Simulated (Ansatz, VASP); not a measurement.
**Si in VASP and in Ansatz**

```
Si
1.0
     3.80219    0.00000    0.00000
    -1.90109    3.29279    0.00000
     0.00000    0.00000    6.28841
Si
4
Direct
  0.33333 0.66667 0.00002
  0.66667 0.33333 0.50002
  0.33333 0.66667 0.37398
  0.66667 0.33333 0.87398
```

Alike in both runs: task single point; functional LDA; k mesh 9 × 9 × 6; no spin polarisation.

```csv
,VASP,Ansatz
version,VASP 6.6.1,Ansatz 0.2.0
potentials or method,"VASP PAW LDA potentials, release 64 (Si), cutoff 520 eV","scalar-relativistic, plane waves, PAW"
occupations,"gaussian, width 0.01 eV",fixed
valence electrons in the cell,16,16
```

```tsv
	VASP	Ansatz	Ansatz less VASP
gap on the k mesh at the Fermi level (eV)	0.31	0.31	+0.004
least direct gap on the mesh (eV)	0.99	0.99	-0.007
```

Ansatz warns that its potentials were made for another functional, while VASP's fit it. LDA's correlation is that of Perdew and Zunger in VASP and of Perdew and Wang (1992) in Ansatz.
